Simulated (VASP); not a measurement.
Wanted: the native input for a VASP 6.6.1 run.

```yaml
Task: electric field gradients
Functional: PBE
Potentials_or_basis: VASP PAW PBE potentials, release 64 (Mg)
Cutoff: 520 eV
k_mesh: 16 × 16 × 16
Occupations: fermi-dirac, width 0.03 eV
Spin: no spin polarisation
Dipole_correction: no
Further_INCAR_settings: ALGO = Normal; EDIFF = 1e-08; NBANDS = 7
```

The structure of Mg lies in POSCAR:

```
Mg
1.0
    0.0224425600      2.2554772800      2.2554772800
    2.2554772800      0.0224425600      2.2554772800
    2.2554772800      2.2554772800      0.0224425600
Mg
1
Direct
    0.0000000000      0.0000000000      0.0000000000
```

This cell differs from its parent crystal: equal xy, yz and zx shear strains of +1 %.

These files were run (other wordings do the same):

INCAR

```
SYSTEM = Mg
ALGO = Normal ; EDIFF = 1E-8
ENCUT = 520 ; GGA = PE
ISIF = 2 ; ISMEAR = -1
LASPH = .TRUE. ; LCHARG = .FALSE.
LEFG = .TRUE. ; LREAL = .FALSE.
LWAVE = .FALSE. ; NBANDS = 7
NELM = 80 ; PREC = Accurate
SIGMA = 0.03
```

KPOINTS

```
k-points
0
G
  16 16 16
  0 0 0
```

Potentials or basis: VASP PAW PBE potentials, release 64 (Mg).

Command:

```console
$ cat potpaw_PBE.64/Mg/POTCAR > POTCAR
$ mpirun -np 1 vasp_std > vasp.out
```

It gave:

```json
{"Pressure": "0.7 GPa", "Band gap on the k mesh": "zero (band 1 reaches 4.13 eV, above the bottom of band 2 at 1.28 eV)"}
```

Caveat: the cell differs from its parent crystal (equal xy, yz and zx shear strains of +1 %); without QUAD_EFG the Cq values of the log hold for a quadrupole moment of 1 mb, not for the nuclei.

It took 26 s on 1 thread of Intel(R) Xeon(R) Platinum 8488C (Sapphire Rapids), with other jobs on the host, peak memory 0.19 GiB.
